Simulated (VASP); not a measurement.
Runs of VASP 6.6.1 on Ag. The structure is that of space group Im-3m (No. 229), or close to it. The cells are those of the table. 

```csv
task,spin,cell,k mesh,gap on the mesh (eV),pressure (GPa)
relaxation of cell and atoms,off,"relaxed from a = 2.809 Å, angles 109.5°, 1 atom",14 × 14 × 14,none,0.0
single point,off,"a = 2.861 Å, angles 109.5°, 1 atom",14 × 14 × 14,none,-0.1
single point,off,"a = 2.822 Å, angles 109.5°, 1 atom",15 × 15 × 15,none,(a)
single point,off,"a = 2.935 Å, angles 109.5°, 1 atom",15 × 15 × 15,none,-5.7
single point,"non-collinear, zero start, SOC","a = 2.861 Å, angles 109.5°, 1 atom",13 × 13 × 13,-,(b)
single point,off,"a = 2.971 Å, angles 109.5°, 1 atom",15 × 15 × 15,none,-7.4
single point,off,"a = 2.782 Å, angles 109.5°, 1 atom",15 × 15 × 15,none,8.9
single point,off,"a = 2.861 Å, angles 109.5°, 1 atom",15 × 15 × 15,none,-0.3
```

Alike in all rows: level PBE; potentials or basis VASP PAW PBE potentials, release 64 (Ag); cutoff (eV) 500; smearing fermi-dirac 0.1 eV.

Problem. Estimate the missing entries.

Solution. (a) 3.7; (b) -0.4.

A k mesh can miss the band edges, and rows without SOC leave out spin-orbit coupling on Ag.

A gap of «none» marks levels without a gap at the run's occupations.
